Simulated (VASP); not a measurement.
# P (P4/mmm) in VASP: a series of runs

P is run at these levels: PBE; tasks: single point, relaxation of cell and atoms.

Program: VASP 6.6.1. These are calculated values, not measurements. Logs are shortened: lines on timing, memory, paths and dates and some standing lists are left out, and cuts for length are marked.

## 1. The cell of the first run

It takes space group P4/mmm (No. 123, tetragonal). Conventional cell: a = 2.213 Å, b = 2.213 Å, c = 3.783 Å, α = 90.00°, β = 90.00°, γ = 90.00°. P (site symmetry 4/mmm) has 4 P at 2.21 Å within 2.9 Å.

The cell was generated, and may not be a known phase.

## 2. Single point, PBE

INCAR

```
SYSTEM = P
PREC     = Accurate       ! precision mode
ENCUT    = 520            ! plane-wave cutoff, eV
EDIFF    = 1E-6           ! SCF threshold, eV
ISMEAR   = 0              ! smearing method
SIGMA    = 0.1            ! smearing width, eV
LREAL    = .False.        ! projectors in reciprocal space
LASPH    = .True.         ! aspherical terms in the spheres
NELM     = 100            ! most SCF steps
ALGO     = Normal         ! electronic algorithm
ISIF     = 2              ! what is computed and relaxed
LWAVE    = .False.        ! write WAVECAR
LCHARG   = .True.         ! write CHGCAR
GGA      = PE             ! functional
LELF     = .True.         ! ELF
LVHAR    = .True.       
NBANDS   = 8              ! bands
```

KPOINTS

```
Automatic mesh
0
Gamma
  8 8 4
  0 0 0
```

POSCAR

```
P
1.0
    2.2127766300      0.0000000000      0.0000000000
    0.0000000000      2.2127766300      0.0000000000
    0.0000000000      0.0000000000      3.7833480700
P
1
Direct
    0.0000000000      0.0000000000      0.5000000000
```

Potentials or basis: VASP PAW PBE potentials, release 64 (P).

On the command line:

```
cat potpaw_PBE.64/P/POTCAR > POTCAR
mpirun -np 1 vasp_std > vasp.out
```

OUTCAR:

```text
SYSTEM = P
   PREC = Accurate
   ENCUT = 520
   EDIFF = 1E-6
   ISMEAR = 0
   LREAL = .False.
   LASPH = .True.
   NELM = 100
   ISIF = 2
   GGA = PE

 ion  position               nearest neighbor table
   1  0.000  0.000  0.500-

  LATTYP: Found a simple tetragonal cell.
 ALAT       =     2.2127766300
 C/A-ratio  =     1.7097740543

  Lattice vectors:

 A1 = (   2.2127766300,   0.0000000000,   0.0000000000)
 A2 = (   0.0000000000,   2.2127766300,   0.0000000000)
 A3 = (   0.0000000000,   0.0000000000,   3.7833480700)

Analysis of symmetry for initial positions (statically):
=====================================================================
 Subroutine PRICEL returns:
 Original cell was already a primitive cell.

 Routine SETGRP: Setting up the symmetry group for a
 simple tetragonal supercell.

 Subroutine GETGRP returns: Found 16 space group operations
 (whereof 16 operations were pure point group operations)
 out of a pool of 16 trial point group operations.

The static configuration has the point symmetry D_4h.

Analysis of symmetry for dynamics (positions and initial velocities):
=====================================================================
 Subroutine PRICEL returns:
 Original cell was already a primitive cell.

 Routine SETGRP: Setting up the symmetry group for a
 simple tetragonal supercell.

 Subroutine GETGRP returns: Found 16 space group operations
 (whereof 16 operations were pure point group operations)
 out of a pool of 16 trial point group operations.

The dynamic configuration has the point symmetry D_4h.

 Subroutine INISYM returns: Found 16 space group operations
 (whereof 16 operations are pure point group operations),
 and found     1 'primitive' translations

----------------------------------------------------------------------------------------

                                     Primitive cell

  volume of cell :      18.5247

  direct lattice vectors                    reciprocal lattice vectors
     2.212776630  0.000000000  0.000000000     0.451920897  0.000000000  0.000000000
     0.000000000  2.212776630  0.000000000     0.000000000  0.451920897  0.000000000
     0.000000000  0.000000000  3.783348070     0.000000000  0.000000000  0.264316151

  length of vectors
     2.212776630  2.212776630  3.783348070     0.451920897  0.451920897  0.264316151

  position of ions in fractional coordinates (direct lattice)
     0.000000000  0.000000000  0.500000000

  ion indices of the primitive-cell ions
   primitive index   ion index
                 1           1

----------------------------------------------------------------------------------------

 KPOINTS: Automatic mesh

Automatic generation of k-mesh.
 Grid dimensions read from file:
 generate k-points for:    8    8    4

 Generating k-lattice:

  Cartesian coordinates                     Fractional coordinates (reciprocal lattice)
     0.056490112  0.000000000  0.000000000     0.125000000  0.000000000  0.000000000
     0.000000000  0.056490112  0.000000000     0.000000000  0.125000000  0.000000000
     0.000000000  0.000000000  0.066079038     0.000000000  0.000000000  0.250000000

  Length of vectors
     0.056490112  0.056490112  0.066079038

  Shift w.r.t. Gamma in fractional coordinates (k-lattice)
     0.000000000  0.000000000  0.000000000

 Subroutine IBZKPT returns following result:
 ===========================================

 Found     45 irreducible k-points:

 Following reciprocal coordinates:
            Coordinates               Weight
  0.000000  0.000000  0.000000      1.000000
  0.125000  0.000000  0.000000      4.000000
  0.250000  0.000000  0.000000      4.000000
  0.375000  0.000000  0.000000      4.000000
  0.500000  0.000000  0.000000      2.000000
  0.125000  0.125000  0.000000      4.000000
[... 16 lines left out ...]
  0.375000  0.125000  0.250000     16.000000
  0.500000  0.125000  0.250000      8.000000
 [... further k-points ...]
   k-points           NKPTS =     45   k-points in BZ     NKDIM =     45   number of bands    NBANDS=      8
   number of dos      NEDOS =    301   number of ions     NIONS =      1
   total plane-waves  NPLWV =   7168
   dimension x,y,z NGX =    16 NGY =   16 NGZ =   28
   dimension x,y,z NGXF=    32 NGYF=   32 NGZF=   56
   ions per type =               1
   NGX,Y,Z   is equivalent  to a cutoff of  12.02, 12.02, 12.30 a.u.
   NGXF,Y,Z  is equivalent  to a cutoff of  24.04, 24.04, 24.61 a.u.
 SYSTEM =  P
   PREC   = accura    normal or accurate (medium, high low for compatibility)
   ISTART =      0    job   : 0-new  1-cont  2-samecut
   ICHARG =      2    charge: 1-file 2-atom 10-const
   ISPIN  =      1    spin polarized calculation?
   LNONCOLLINEAR =      F non collinear calculations
   LSORBIT =      F    spin-orbit coupling
   LASPH  =      T    aspherical Exc in radial PAW
   ENCUT  =  520.0 eV  38.22 Ry    6.18 a.u.   4.11  4.11  7.03*2*pi/ulx,y,z
   NELM   =    100;   NELMIN=  2; NELMDL= -5     # of ELM steps
   EDIFF  = 0.1E-05   stopping-criterion for ELM
   LREAL  =      F    real-space projection
   EDIFFG = 0.1E-04   stopping-criterion for IOM
   NSW    =      0    number of steps for IOM
   IBRION =     -1    ionic relax: 0-MD 1-quasi-New 2-CG
   NFREE  =      0    steps in history (QN), initial steepest desc. (CG)
   ISIF   =      2    stress and relaxation
   ISYM   =      2    0-nonsym 1-usesym 2-fastsym
   POTIM  = 0.5000    time-step for ionic-motion
   TEBEG  =    0.0;   TEEND  =   0.0 temperature during run
   PSTRESS=    0.0 pullay stress
   NELECT =       5.0000    total number of electrons
   NUPDOWN=      -1.0000    fix difference up-down
   EMIN   =  10.00;   EMAX   =-10.00  energy-range for DOS
   EFERMI =   0.00;   METHOD = LEGACY
   ISMEAR =     0;   SIGMA  =   0.10  broadening in eV -4-tet -1-fermi 0-gaus
   EFERMI_NEDOS =   21; number of points for ismear=-14 and -15
   IALGO  =     38    algorithm
   IMIX   =      4    mixing-type and parameters
     AMIX     =   0.40;   BMIX     =  1.00
     AMIX_MAG =   1.60;   BMIX_MAG =  1.00
  volume/ion in A,a.u.               =      18.52       125.01
  Fermi-wavevector in a.u.,A,eV,Ry     =   1.057989  1.999309 15.229546  1.119340
  Thomas-Fermi vector in A             =   2.193282
   LORBIT       =      0    0 simple, 1 ext, 2 COOP (PROOUT), +10 PAW based schemes
   GGA     = PE    functional components
   LHFCALC =     F    Hartree Fock is set to
   AEXX    =    0.0000 exact exchange contribution
   IVDW    =     0    specifies the selected vdW correction
   LEPSILON=     F    determine dielectric tensor
   LRPA    =     F    only Hartree local field effects (RPA)
 non-spin polarized calculation
 Gauss-broadening in eV      SIGMA  =   0.10
  energy-cutoff  :      520.00
  volume of cell :       18.52
 maximum number of plane-waves:       520
   NGX =  9   NGY =  9   NGZ = 15

 number of electron       5.0000001 magnetization

 Free energy of the ion-electron system (eV)
  ---------------------------------------------------
  ext. energy  EPLUGINS =         0.00000000
  ---------------------------------------------------
  free energy    TOTEN  =        -4.73559788 eV

  energy without entropy =       -4.72650017  energy(sigma->0) =       -4.73104903

 E-fermi :   6.0203     XC(G=0):  -9.7529

 val. band max:        6.0113107082   @ k =   0.3750   0.1250   0.0000
 cond. band min:       6.0204984646   @ k =   0.2500   0.1250   0.5000
 fundamental gap:      0.0091877564
 Fermi energy:         6.0202926652

 k-point     1 :       0.0000    0.0000    0.0000
  band No.  band energies     occupation
      1      -9.8500      2.00000
      2       2.1125      2.00000
      3       8.3600      0.00000
      4      15.1162      0.00000
      5      16.1414      0.00000
      6      16.1414      0.00000
      7      23.3175      0.00000
      8      28.3552      0.00000

 k-point     2 :       0.1250    0.0000    0.0000
  band No.  band energies     occupation
      1      -9.4015      2.00000
      2       2.5249      2.00000
      3       8.7231      0.00000
      4      10.7350      0.00000
      5      16.4970      0.00000
      6      19.0327      0.00000
      7      23.9830      0.00000
      8      25.4318      0.00000

 k-point     3 :       0.2500    0.0000    0.0000
  band No.  band energies     occupation
      1      -8.0659      2.00000
      2       3.7391      2.00000
      3       5.5376      2.00000
      4      10.3147      0.00000
      5      17.5461      0.00000
      6      18.6038      0.00000
      7      20.5458      0.00000
      8      26.2551      0.00000

 k-point     4 :       0.3750    0.0000    0.0000
  band No.  band energies     occupation
      1      -5.8817      2.00000
      2       1.1009      2.00000
      3       5.6092      2.00000
      4      12.5121      0.00000
      5      14.1461      0.00000
      6      19.1706      0.00000
      7      19.4371      0.00000
      8      24.7843      0.00000

 k-point     5 :       0.5000    0.0000    0.0000
  band No.  band energies     occupation
      1      -3.4328      2.00000
      2      -2.1162      2.00000
      3       7.0330      0.00000
      4      11.8522      0.00000
      5      14.7662      0.00000
      6      16.7766      0.00000
      7      20.4209      0.00000
      8      24.5141      0.00000
[... 177 lines left out ...]
 k-point    22 :       0.2500    0.1250    0.2500
  band No.  band energies     occupation
      1      -7.4868      2.00000
      2       2.8579      2.00000
      3       5.9243      1.82559
      4      12.5045      0.00000
      5      14.5094      0.00000
      6      17.9411      0.00000
      7      24.1997      0.00000
      8      25.1503      0.00000

 k-point    23 :       0.3750    0.1250    0.2500
  band No.  band energies     occupation
      1      -5.3114      2.00000
      2       1.5922      2.00000
      3       4.8336      2.00000
      4      13.0451      0.00000
      5      14.2433      0.00000
      6      16.8383      0.00000
      7      22.5825      0.00000
      8      23.4736      0.00000

 k-point    24 :       0.5000    0.1250    0.2500
  band No.  band energies     occupation
      1      -2.8525      2.00000
      2      -1.6122      2.00000
      3       6.4153      0.00000
      4      10.6658      0.00000
      5      15.4551      0.00000
      6      19.4572      0.00000
      7      19.8562      0.00000
      8      20.9189      0.00000

 [... further k-points ...]

------------------------ aborting loop because EDIFF is reached ----------------------------------------

  FORCE on cell =-STRESS in cart. coord.  units (eV):
  Direction    XX          YY          ZZ          XY          YZ          ZX
  --------------------------------------------------------------------------------------
  -------------------------------------------------------------------------------------
  Total        1.4528674      1.4528674     -0.1183149      0.0000000      0.0000000     -0.0000000
  in kB      125.6565398    125.6565398    -10.2328932      0.0000000      0.0000000     -0.0000000
  external PRESSURE =      80.3600621 kB  Pullay stress =       0.0000000 kB

 VOLUME and BASIS-vectors are now :
 -----------------------------------------------------------------------------
  energy-cutoff  :      520.00
  volume of cell :       18.52
      direct lattice vectors                 reciprocal lattice vectors
     2.212776630  0.000000000  0.000000000     0.451920897  0.000000000  0.000000000
     0.000000000  2.212776630  0.000000000     0.000000000  0.451920897  0.000000000
     0.000000000  0.000000000  3.783348070     0.000000000  0.000000000  0.264316151

 POSITION                                       TOTAL-FORCE (eV/Angst)
 -----------------------------------------------------------------------------------
      0.00000      0.00000      1.89167         0.000000      0.000000      0.000000
 -----------------------------------------------------------------------------------
    total drift:                               -0.000000     -0.000000     -0.000000

  FREE ENERGIE OF THE ION-ELECTRON SYSTEM (eV)
  ---------------------------------------------------
  free  energy   TOTEN  =        -4.7355978809 eV

  energy  without entropy=       -4.7265001733  energy(sigma->0) =       -4.73104903
```

Run time: 3.4 s. Hardware: 1 thread of AMD EPYC 9R45 (Zen 5), shared host; peak memory 0.08 GiB.

Results:

```yaml
Free_energy: -4.7356 eV
Pressure: 8.0 GPa
Band_gap_on_the_k_mesh: zero (an odd number of electrons rules out a gap without spin polarisation)
```

Levels at points of the mesh, in eV from the Fermi level:
```
           k point  band 1  band 2  band 3  band 4  band 5  band 6
(0.00, 0.00, 0.00)  -15.87   -3.91    2.34    9.10   10.12   10.12
(0.50, 0.00, 0.00)   -9.45   -8.14    1.01    5.83    8.75   10.76
(0.50, 0.50, 0.00)   -3.55   -3.55   -1.56    2.21    5.65   10.46
(0.00, 0.00, 0.50)  -15.58   -6.24    9.18   10.25   10.25   10.39
(0.50, 0.00, 0.50)   -9.15   -7.92   -0.82    3.17   14.19   14.50
(0.50, 0.50, 0.50)   -3.40   -3.40   -1.11    2.48    4.22    8.54
```

Caveat: the k points lie up to 0.42 Å⁻¹ apart, too coarse for converged energies and pressures of a metal; an odd number of electrons without spin polarisation forces a metal; a magnetic or distorted state may lie lower.

## 3. Relaxation of cell and atoms, PBE

INCAR

```
PREC = Accurate ; ENCUT = 600
EDIFF = 1E-7 ; ISMEAR = 0
SIGMA = 0.1 ; LREAL = F
LASPH = T ; NELM = 80
ALGO = Normal ; ISIF = 3
LWAVE = F ; LCHARG = F
GGA = PE ; IBRION = 2
NSW = 90 ; EDIFFG = -0.04
```

KPOINTS

```
regular mesh
0
Gamma
  8 8 4
```

POSCAR is that of step 2.

Potentials or basis: VASP PAW PBE potentials, release 64 (P).

On the command line:

```
cat potpaw_PBE.64/P/POTCAR > POTCAR
mpirun -np 1 vasp_std > vasp.out
```

It took 34 s on 1 thread of AMD EPYC 9R45 (Zen 5), shared host; peak memory 0.1 GiB.

Results (log left out):

| Property | Result |
| --- | --- |
| Free energy | -5.1864 eV |
| Relaxed volume | 14.64 Å³/atom |
| Relaxed cell | a = 2.383 Å, b = 2.383 Å, c = 2.578 Å, α = 90.00°, β = 90.00°, γ = 90.00° |
| Space group after relaxing (to 0.1 Å) | P4/mmm (No. 123) |
| Pressure after relaxing | 0.1 GPa |
| Band gap on the k mesh | zero (an odd number of electrons rules out a gap without spin polarisation) |

Stress tensor (GPa, compression positive):
```
0.10 0.00 0.00
0.00 0.10 0.00
0.00 0.00 0.02
```

Final structure:
```
CELL_PARAMETERS angstrom
2.38260 0.00000 0.00000
0.00000 2.38260 0.00000
0.00000 0.00000 2.57825
ATOMIC_POSITIONS crystal
P 0.00000 0.00000 0.50000
```

Levels at points of the mesh, in eV from the Fermi level:
| k point | band 1 | band 2 | band 3 | band 4 | band 5 | band 6 |
| --- | --- | --- | --- | --- | --- | --- |
| (0.00, 0.00, 0.00) | -16.33 | 3.09 | 6.24 | 6.24 | 6.26 | 7.40 |
| (0.50, 0.00, 0.00) | -11.52 | -8.54 | 6.32 | 9.39 | 9.54 | 12.54 |
| (0.50, 0.50, 0.00) | -6.15 | -4.85 | -4.85 | 1.26 | 9.33 | 17.28 |
| (0.00, 0.00, 0.50) | -13.00 | -8.34 | 8.33 | 8.33 | 9.24 | 17.97 |
| (0.50, 0.00, 0.50) | -7.90 | -5.93 | -4.46 | 1.20 | 11.29 | 17.19 |
| (0.50, 0.50, 0.50) | -2.53 | -2.53 | -1.50 | -0.90 | 4.13 | 5.30 |

Caveat: the k points lie up to 0.61 Å⁻¹ apart in the final cell, too coarse for converged energies and pressures of a metal; the volume moved by over 15 % at a fixed basis, so the end points are rough; an odd number of electrons without spin polarisation forces a metal; a magnetic or distorted state may lie lower.

The gap in the log of VASP goes by the Fermi energy; the results here count the filled bands.